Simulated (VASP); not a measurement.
# V (Im-3m) in VASP: a series of runs

Aim: see how the results for V move with the level of theory and the settings. Levels: PBEsol, PBE. Tasks: single point.

Everything below comes from runs of VASP 6.6.1. Logs are shortened: lines on timing, memory, paths and dates and some standing lists are left out, and cuts for length are marked.

### 1 The cell of the first run

The structure is cubic, space group Im-3m (No. 229). The conventional cell has a = 3.029 Å, b = 3.029 Å, c = 3.029 Å, α = 90.00°, β = 90.00°, γ = 90.00°. Within 3.5 Å of V (site symmetry m-3m) lie 14 V at 2.62 to 3.03 Å.

### 2 Single point, PBEsol, collinear spin, ferromagnetic start

File INCAR:

```
SYSTEM = V
  PREC = Accurate
  ENCUT = 520
  EDIFF = 1E-6
  ISMEAR = -1
  SIGMA = 0.1
  LREAL = .FALSE.
  LASPH = .TRUE.
  NELM = 150
  ALGO = Normal
  ISIF = 2
  LWAVE = .FALSE.
  LCHARG = .FALSE.
  ISPIN = 2
  MAGMOM = 2
  LORBIT = 11
  LMAXMIX = 4
  GGA = PS
  NBANDS = 16
```

File KPOINTS:

```
Automatic mesh
0
G
  14 14 14
  0 0 0
```

File POSCAR:

```
V
1.0
   -1.5143500000      1.5143500000      1.5143500000
    1.5143500000     -1.5143500000      1.5143500000
    1.5143500000      1.5143500000     -1.5143500000
V
1
Direct
    0.0000000000      0.0000000000      0.0000000000
```

Potentials or basis: VASP PAW PBE potentials, release 64 (V_sv).

Launch:

```bash
$ cat potpaw_PBE.64/V_sv/POTCAR > POTCAR
$ mpirun -np 1 vasp_std > vasp.out
```

OUTCAR:

```text
SYSTEM = V
   PREC = Accurate
   ENCUT = 520
   EDIFF = 1E-6
   ISMEAR = -1
   LREAL = .FALSE.
   LASPH = .TRUE.
   NELM = 150
   ISIF = 2
   ISPIN = 2
   LORBIT = 11
   GGA = PS

 ion  position               nearest neighbor table
   1  0.000  0.000  0.000-

  LATTYP: Found a body centered cubic cell.
 ALAT       =     3.0287000000

  Lattice vectors:

 A1 = (  -1.5143500000,   1.5143500000,   1.5143500000)
 A2 = (   1.5143500000,  -1.5143500000,   1.5143500000)
 A3 = (   1.5143500000,   1.5143500000,  -1.5143500000)

Analysis of symmetry for initial positions (statically):
=====================================================================
 Subroutine PRICEL returns:
 Original cell was already a primitive cell.

 Routine SETGRP: Setting up the symmetry group for a
 body centered cubic supercell.

 Subroutine GETGRP returns: Found 48 space group operations
 (whereof 48 operations were pure point group operations)
 out of a pool of 48 trial point group operations.

The static configuration has the point symmetry O_h .

Analysis of symmetry for dynamics (positions and initial velocities):
=====================================================================
 Subroutine PRICEL returns:
 Original cell was already a primitive cell.

 Routine SETGRP: Setting up the symmetry group for a
 body centered cubic supercell.

 Subroutine GETGRP returns: Found 48 space group operations
 (whereof 48 operations were pure point group operations)
 out of a pool of 48 trial point group operations.

The dynamic configuration has the point symmetry O_h .

Analysis of structural, dynamic, and magnetic symmetry:
=====================================================================
 Subroutine PRICEL returns:
 Original cell was already a primitive cell.

 Routine SETGRP: Setting up the symmetry group for a
 body centered cubic supercell.

 Subroutine GETGRP returns: Found 48 space group operations
 (whereof 48 operations were pure point group operations)
 out of a pool of 48 trial point group operations.

The overall configuration has the point symmetry O_h .

 Subroutine INISYM returns: Found 48 space group operations
 (whereof 48 operations are pure point group operations),
 and found     1 'primitive' translations

----------------------------------------------------------------------------------------

                                     Primitive cell

  volume of cell :      13.8912

  direct lattice vectors                    reciprocal lattice vectors
    -1.514350000  1.514350000  1.514350000     0.000000000  0.330174662  0.330174662
     1.514350000 -1.514350000  1.514350000     0.330174662  0.000000000  0.330174662
     1.514350000  1.514350000 -1.514350000     0.330174662  0.330174662  0.000000000

  length of vectors
     2.622931140  2.622931140  2.622931140     0.466937486  0.466937486  0.466937486

  position of ions in fractional coordinates (direct lattice)
     0.000000000  0.000000000  0.000000000

  ion indices of the primitive-cell ions
   primitive index   ion index
                 1           1

----------------------------------------------------------------------------------------

 KPOINTS: Automatic mesh

Automatic generation of k-mesh.
 Grid dimensions read from file:
 generate k-points for:   14   14   14

 Generating k-lattice:

  Cartesian coordinates                     Fractional coordinates (reciprocal lattice)
     0.000000000  0.023583904  0.023583904     0.071428571  0.000000000  0.000000000
     0.023583904  0.000000000  0.023583904     0.000000000  0.071428571  0.000000000
     0.023583904  0.023583904  0.000000000     0.000000000  0.000000000  0.071428571

  Length of vectors
     0.033352678  0.033352678  0.033352678

  Shift w.r.t. Gamma in fractional coordinates (k-lattice)
     0.000000000  0.000000000  0.000000000

 Subroutine IBZKPT returns following result:
 ===========================================

 Found    104 irreducible k-points:

 Following reciprocal coordinates:
            Coordinates               Weight
  0.000000  0.000000  0.000000      1.000000
  0.071429  0.000000  0.000000     12.000000
  0.142857  0.000000  0.000000     12.000000
  0.214286  0.000000  0.000000     12.000000
  0.285714  0.000000  0.000000     12.000000
  0.357143  0.000000  0.000000     12.000000
[... 16 lines left out ...]
  0.285714  0.285714  0.000000     24.000000
  0.357143  0.285714  0.000000     24.000000
 [... further k-points ...]
   k-points           NKPTS =    104   k-points in BZ     NKDIM =    104   number of bands    NBANDS=     16
   number of dos      NEDOS =    301   number of ions     NIONS =      1
   total plane-waves  NPLWV =   8000
   dimension x,y,z NGX =    20 NGY =   20 NGZ =   20
   dimension x,y,z NGXF=    40 NGYF=   40 NGZF=   40
   ions per type =               1
   NGX,Y,Z   is equivalent  to a cutoff of  12.68, 12.68, 12.68 a.u.
   NGXF,Y,Z  is equivalent  to a cutoff of  25.35, 25.35, 25.35 a.u.
 SYSTEM =  V
   PREC   = accura    normal or accurate (medium, high low for compatibility)
   ISTART =      0    job   : 0-new  1-cont  2-samecut
   ICHARG =      2    charge: 1-file 2-atom 10-const
   ISPIN  =      2    spin polarized calculation?
   LNONCOLLINEAR =      F non collinear calculations
   LSORBIT =      F    spin-orbit coupling
   LASPH  =      T    aspherical Exc in radial PAW
   ENCUT  =  520.0 eV  38.22 Ry    6.18 a.u.   4.88  4.88  4.88*2*pi/ulx,y,z
   NELM   =    150;   NELMIN=  2; NELMDL= -5     # of ELM steps
   EDIFF  = 0.1E-05   stopping-criterion for ELM
   LREAL  =      F    real-space projection
   EDIFFG = 0.1E-04   stopping-criterion for IOM
   NSW    =      0    number of steps for IOM
   IBRION =     -1    ionic relax: 0-MD 1-quasi-New 2-CG
   NFREE  =      0    steps in history (QN), initial steepest desc. (CG)
   ISIF   =      2    stress and relaxation
   ISYM   =      2    0-nonsym 1-usesym 2-fastsym
   POTIM  = 0.5000    time-step for ionic-motion
   TEBEG  =    0.0;   TEEND  =   0.0 temperature during run
   PSTRESS=    0.0 pullay stress
   NELECT =      13.0000    total number of electrons
   NUPDOWN=      -1.0000    fix difference up-down
   EMIN   =  10.00;   EMAX   =-10.00  energy-range for DOS
   EFERMI =   0.00;   METHOD = LEGACY
   ISMEAR =    -1;   SIGMA  =   0.10  broadening in eV -4-tet -1-fermi 0-gaus
   EFERMI_NEDOS =   21; number of points for ismear=-14 and -15
   IALGO  =     38    algorithm
   IMIX   =      4    mixing-type and parameters
     AMIX     =   0.40;   BMIX     =  1.00
     AMIX_MAG =   1.60;   BMIX_MAG =  1.00
  volume/ion in A,a.u.               =      13.89        93.74
  Fermi-wavevector in a.u.,A,eV,Ry     =   1.601313  3.026044 34.888125  2.564205
  Thomas-Fermi vector in A             =   2.698311
   LORBIT       =     11    0 simple, 1 ext, 2 COOP (PROOUT), +10 PAW based schemes
   GGA     = PS    functional components
   LHFCALC =     F    Hartree Fock is set to
   AEXX    =    0.0000 exact exchange contribution
   IVDW    =     0    specifies the selected vdW correction
   LEPSILON=     F    determine dielectric tensor
   LRPA    =     F    only Hartree local field effects (RPA)
 spin polarized calculation
  energy-cutoff  :      520.00
  volume of cell :       13.89
 maximum number of plane-waves:       385
   NGX =  9   NGY =  9   NGZ =  9

 number of electron      12.9999997 magnetization      -0.0029936

 number of electron      12.9999997 magnetization       0.0011419

 Free energy of the ion-electron system (eV)
  ---------------------------------------------------
  ext. energy  EPLUGINS =         0.00000000
  ---------------------------------------------------
  free energy    TOTEN  =        -9.62995728 eV

  energy without entropy =       -9.57468546  energy(sigma->0) =       -9.60232137

 E-fermi :   9.2076     XC(G=0): -12.8887

 val. band max:        9.1948971683   @ k =  -0.2857   0.2857   0.1429
 cond. band min:       9.2116533964   @ k =  -0.3571   0.3571   0.0714
 fundamental gap:      0.0167562281
 Fermi energy:         9.2076045460

 spin component 1

 k-point     1 :       0.0000    0.0000    0.0000
  band No.  band energies     occupation
      1     -54.3212      1.00000
      2     -27.7703      1.00000
      3     -27.7703      1.00000
      4     -27.7703      1.00000
      5       2.6555      1.00000
      6       9.5950      0.02035
[... 8 lines left out ...]
     15      36.2325      0.00000
     16      40.1962      0.00000

 k-point     2 :       0.0714    0.0000    0.0000
  band No.  band energies     occupation
      1     -54.3125      1.00000
      2     -27.8130      1.00000
      3     -27.7834      1.00000
      4     -27.7706      1.00000
      5       2.8559      1.00000
      6       9.5112      0.04582
[... 8 lines left out ...]
     15      36.5627      0.00000
     16      38.2071      0.00000

 k-point     3 :       0.1429    0.0000    0.0000
  band No.  band energies     occupation
      1     -54.2880      1.00000
      2     -27.9314      1.00000
      3     -27.8200      1.00000
      4     -27.7714      1.00000
      5       3.4306      1.00000
      6       9.2833      0.31926
[... 8 lines left out ...]
     15      35.9299      0.00000
     16      36.1481      0.00000
[... 362 lines left out ...]
 k-point    23 :       0.2857    0.2857    0.0000
  band No.  band energies     occupation
      1     -54.1275      1.00000
      2     -28.4310      1.00000
      3     -28.2083      1.00000
      4     -27.8665      1.00000
      5       7.4058      1.00000
      6       8.0393      0.99999
[... 8 lines left out ...]
     15      34.9521      0.00000
     16      42.5625      0.00000

 k-point    24 :       0.3571    0.2857    0.0000
  band No.  band energies     occupation
      1     -54.1220      1.00000
      2     -28.3986      1.00000
      3     -28.2703      1.00000
      4     -27.8708      1.00000
      5       7.5153      1.00000
      6       8.1438      0.99998
[... 8 lines left out ...]
     15      34.4307      0.00000
     16      42.5881      0.00000

 [... further k-points ...]

 spin component 2

 k-point     1 :       0.0000    0.0000    0.0000
  band No.  band energies     occupation
      1     -54.3202      1.00000
      2     -27.7694      1.00000
      3     -27.7694      1.00000
      4     -27.7694      1.00000
      5       2.6561      1.00000
      6       9.5960      0.02015
[... 8 lines left out ...]
     15      36.2329      0.00000
     16      40.1973      0.00000

 k-point     2 :       0.0714    0.0000    0.0000
  band No.  band energies     occupation
      1     -54.3115      1.00000
      2     -27.8121      1.00000
      3     -27.7825      1.00000
      4     -27.7697      1.00000
      5       2.8566      1.00000
      6       9.5122      0.04538
[... 8 lines left out ...]
     15      36.5632      0.00000
     16      38.2080      0.00000

 k-point     3 :       0.1429    0.0000    0.0000
  band No.  band energies     occupation
      1     -54.2870      1.00000
      2     -27.9305      1.00000
      3     -27.8191      1.00000
      4     -27.7704      1.00000
      5       3.4313      1.00000
      6       9.2843      0.31708
[... 8 lines left out ...]
     15      35.9308      0.00000
     16      36.1488      0.00000
[... 362 lines left out ...]
 k-point    23 :       0.2857    0.2857    0.0000
  band No.  band energies     occupation
      1     -54.1265      1.00000
      2     -28.4301      1.00000
      3     -28.2074      1.00000
      4     -27.8656      1.00000
      5       7.4066      1.00000
      6       8.0400      0.99999
[... 8 lines left out ...]
     15      34.9528      0.00000
     16      42.5632      0.00000

 k-point    24 :       0.3571    0.2857    0.0000
  band No.  band energies     occupation
      1     -54.1210      1.00000
      2     -28.3977      1.00000
      3     -28.2693      1.00000
      4     -27.8698      1.00000
      5       7.5162      1.00000
      6       8.1446      0.99998
[... 8 lines left out ...]
     15      34.4315      0.00000
     16      42.5888      0.00000

 [... further k-points ...]

------------------------ aborting loop because EDIFF is reached ----------------------------------------

  FORCE on cell =-STRESS in cart. coord.  units (eV):
  Direction    XX          YY          ZZ          XY          YZ          ZX
  --------------------------------------------------------------------------------------
  -------------------------------------------------------------------------------------
  Total       -1.0181839     -1.0181839     -1.0181839      0.0000000     -0.0000000      0.0000000
  in kB     -117.4351254   -117.4351254   -117.4351254      0.0000000     -0.0000000      0.0000000
  external PRESSURE =    -117.4351254 kB  Pullay stress =       0.0000000 kB

 VOLUME and BASIS-vectors are now :
 -----------------------------------------------------------------------------
  energy-cutoff  :      520.00
  volume of cell :       13.89
      direct lattice vectors                 reciprocal lattice vectors
    -1.514350000  1.514350000  1.514350000     0.000000000  0.330174662  0.330174662
     1.514350000 -1.514350000  1.514350000     0.330174662  0.000000000  0.330174662
     1.514350000  1.514350000 -1.514350000     0.330174662  0.330174662  0.000000000

 POSITION                                       TOTAL-FORCE (eV/Angst)
 -----------------------------------------------------------------------------------
      0.00000      0.00000      0.00000        -0.000000     -0.000000     -0.000000
 -----------------------------------------------------------------------------------
    total drift:                                0.000000     -0.000000      0.000000

  FREE ENERGIE OF THE ION-ELECTRON SYSTEM (eV)
  ---------------------------------------------------
  free  energy   TOTEN  =        -9.6299572768 eV

  energy  without entropy=       -9.5746854599  energy(sigma->0) =       -9.60232137

 total charge

# of ion       s       p       d       tot
------------------------------------------
    1        2.334   6.213   3.059  11.606

 magnetization (x)

# of ion       s       p       d       tot
------------------------------------------
    1        0.000   0.000   0.001   0.001
```

Wall time 18 s (1 thread of Intel Xeon 6975P-C (Granite Rapids), shared host); peak memory 0.15 GiB.

What came out:

- Free energy: -9.6300 eV
- Pressure: -11.7 GPa
- Net moment: 0.00 μB per cell
- Valence electrons inside the program's atomic spheres: V 11.61

Levels at points of the mesh, in eV from the Fermi level:
Spin up:
| k point | band 3 | band 4 | band 5 | band 6 | band 7 | band 8 | band 9 | band 10 |
| --- | --- | --- | --- | --- | --- | --- | --- | --- |
| (0.00, 0.00, 0.00) | -36.98 | -36.98 | -6.55 | 0.39 | 0.39 | 0.39 | 2.31 | 2.31 |
| (0.50, 0.00, 0.00) | -37.24 | -36.98 | -3.10 | -1.09 | 1.52 | 2.31 | 2.66 | 3.96 |
| (0.50, 0.50, 0.50) | -37.54 | -37.54 | -2.89 | -2.89 | 3.58 | 3.58 | 3.58 | 9.87 |
Spin down:
```csv
k point,band 4,band 5,band 6,band 7,band 8,band 9
"(0.00, 0.00, 0.00)",-36.98,-6.55,0.39,0.39,0.39,2.32
"(0.50, 0.00, 0.00)",-36.98,-3.10,-1.09,1.52,2.31,2.66
"(0.50, 0.50, 0.50)",-37.54,-2.89,-2.89,3.58,3.58,3.58
```

Caveat: the cell stands under tension; the PAW data sets were made with another functional, which shifts forces and pressure a little.

(Continued in part 2 of 2.)
